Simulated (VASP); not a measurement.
**WC (Qusongite): single point with PBE+D3(BJ)**

The system is WC (Qusongite).

```
W C
1.0
     2.90650    0.00000    0.00000
    -1.45325    2.51710    0.00000
     0.00000    0.00000    2.83660
W C
1 1
Direct
  0.00000 0.00000 0.00000
  0.66667 0.33333 0.50000
```

- Program: VASP 6.6.1
- Task: single point
- Functional: PBE
- Dispersion: D3(BJ)
- Potentials or basis: VASP PAW PBE potentials, release 64 (W_sv, C)
- Cutoff: 520 eV
- k mesh: 10 × 10 × 9
- Occupations: gaussian, width 0.3 eV
- Spin: no spin polarisation
- Dipole correction: no
- Further INCAR settings: ALGO = Normal; EDIFF = 1e-07; NBANDS = 16

| Item | Value |
| --- | --- |
| Pressure | -0.6 GPa |
| Band gap on the k mesh | zero (band 9 reaches 11.73 eV, above the bottom of band 10 at 10.54 eV) |
| Dispersion energy per atom | -0.462 eV |

Stress tensor (GPa, compression positive):
```
-0.44  0.00  0.00
 0.00 -0.44  0.00
 0.00  0.00 -0.93
```

Levels at points of the mesh, in eV from the Fermi level:
```csv
k point,band 6,band 7,band 8,band 9,band 10,band 11,band 12,band 13
"(0.00, 0.00, 0.00)",-4.33,-3.35,-3.35,0.06,3.21,3.21,5.60,5.60
"(0.50, 0.00, 0.00)",-7.06,-3.64,-3.59,-0.49,2.32,4.51,4.87,6.84
```

It took 26 s on 1 thread of Intel Xeon 8259CL, on a shared host, peak memory 0.17 GiB.

Caveat: three body term missing; spin-orbit coupling is left out, which moves the levels of the heavy elements; pairwise dispersion overbinds metals, which lowers pressure and volume.
